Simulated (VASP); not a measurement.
# SiC: single point with PBE

Crystal: SiC.

```
CELL_PARAMETERS angstrom
0.00000 2.17777 2.17777
2.17777 0.00000 2.17777
2.17777 2.17777 0.00000
ATOMIC_POSITIONS crystal
C 0.00000 0.00000 0.00000
Si 0.25000 0.25000 0.25000
```

- Program: VASP 6.6.1
- Task: single point
- Functional: PBE
- Potentials or basis: VASP PAW PBE potentials, release 64 (C, Si)
- Cutoff: 600 eV
- k mesh: 6 × 6 × 6
- Occupations: gaussian, width 0.05 eV
- Spin: no spin polarisation
- Dipole correction: no
- Further INCAR settings: ALGO = Normal; EDIFF = 1e-06; NBANDS = 11

```json
{
 "Pressure": "3.5 GPa",
 "Band gap on the k mesh": "1.35 eV, indirect (least direct gap 4.54 eV)"
}
```

Levels at points of the mesh, in eV from the valence-band top:
```csv
k point,band 1,band 2,band 3,band 4,band 5,band 6,band 7,band 8,band 9
"(0.00, 0.00, 0.00)",-15.42,0.00,0.00,0.00,6.25,7.31,7.31,7.31,14.51
"(0.50, 0.00, 0.00)",-11.85,-8.55,-1.05,-1.05,5.45,7.23,7.23,10.06,16.22
"(0.50, 0.50, 0.00)",-10.39,-7.80,-3.19,-3.19,1.35,4.32,14.05,14.05,14.81
```

Wall time 4.5 s on 1 thread of Intel(R) Xeon(R) 6975P-C (Granite Rapids), on a shared host, peak memory 0.14 GiB.

A k mesh can miss the band edges. As with any semilocal functional, this PBE gap is likely too small.
